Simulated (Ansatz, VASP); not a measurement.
## One calculation of Ag, two programs

The input INCAR:

```
SYSTEM = Ag
PREC = Accurate
ENCUT = 520
EDIFF = 1E-6
ISMEAR = -1
SIGMA = 0.08
LREAL = .FALSE.
LASPH = .TRUE.
NELM = 100
ALGO = Normal
ISIF = 2
LWAVE = .FALSE.
LCHARG = .TRUE.
LELF = .TRUE.
LVHAR = .TRUE.
NBANDS = 30
```

KPOINTS

```
regular mesh
0
G
  14 14 4
  0 0 0
```

The input POSCAR:

```
Ag
1.0
    2.8861989086      0.0000000000      0.0000000000
   -1.4430994543      2.4995215753      0.0000000000
    0.0000000000      0.0000000000     10.3000000000
Ag
4
Direct
    0.3333333333      0.6666666667      0.2500000000
    0.6666666667      0.3333333333      0.7500000000
    0.0000000000      0.0000000000      0.0000000000
    0.0000000000      0.0000000000      0.5000000000
```

Input for Ansatz:

```yaml
crystal:
  lattice:
    - [2.8861989086, 0.0, 0.0]
    - [-1.4430994543, 2.4995215753, 0.0]
    - [0.0, 0.0, 10.3]
  atoms:
    - { symbol: Ag, position: [0.3333333333, 0.6666666667, 0.25] }
    - { symbol: Ag, position: [0.6666666667, 0.3333333333, 0.75] }
    - { symbol: Ag, position: [0.0, 0.0, 0.0] }
    - { symbol: Ag, position: [0.0, 0.0, 0.5] }
kpoints:
  mp_grid: { grid: [14, 14, 4] }
  band_path:
    path:
      - [0.0, 0.0, 0.0]
      - [0.5, 0.0, 0.0]
      - [0.3333333333, 0.3333333333, 0.0]
      - [0.0, 0.0, 0.0]
      - [0.0, 0.0, 0.5]
      - [0.5, 0.0, 0.5]
      - [0.3333333333, 0.3333333333, 0.5]
      - [0.0, 0.0, 0.5]
      - [0.5, 0.0, 0.5]
    npoints: 5
scf:
  occupations: { method: fermi_dirac, width: 0.08 }
hamiltonian:
  xc: lda
  pseudopotentials: { kind: all_electron, lapw: { basis_error: 0.0005 } }
output:
  forces: true
  stress: true
  eigenvalues: true
```

Change from the starting cell: zz strain of +3 %.

Alike in both runs: task single point; functional LDA; k mesh 14 × 14 × 4; occupations fermi-dirac, width 0.08 eV; no spin polarisation.

|  | VASP | Ansatz |
| --- | --- | --- |
| version | VASP 6.6.1 | Ansatz 0.2.0 |
| potentials or method | VASP PAW LDA potentials, release 64 (Ag), cutoff 520 eV | all-electron LAPW, scalar-relativistic |

Ansatz gave:

```
pressure (GPa)                                                : -12.6
traceless stress, the component that is largest in VASP (GPa) : -3.19
```

Q: Which values does VASP return?

A: Pressure (GPa): -12.4; traceless stress, the component that is largest in VASP (GPa): -3.24.

LDA's correlation is that of Perdew and Zunger in VASP and of Perdew and Wang (1992) in Ansatz. Ansatz ran all-electron here, and VASP with PAW potentials.
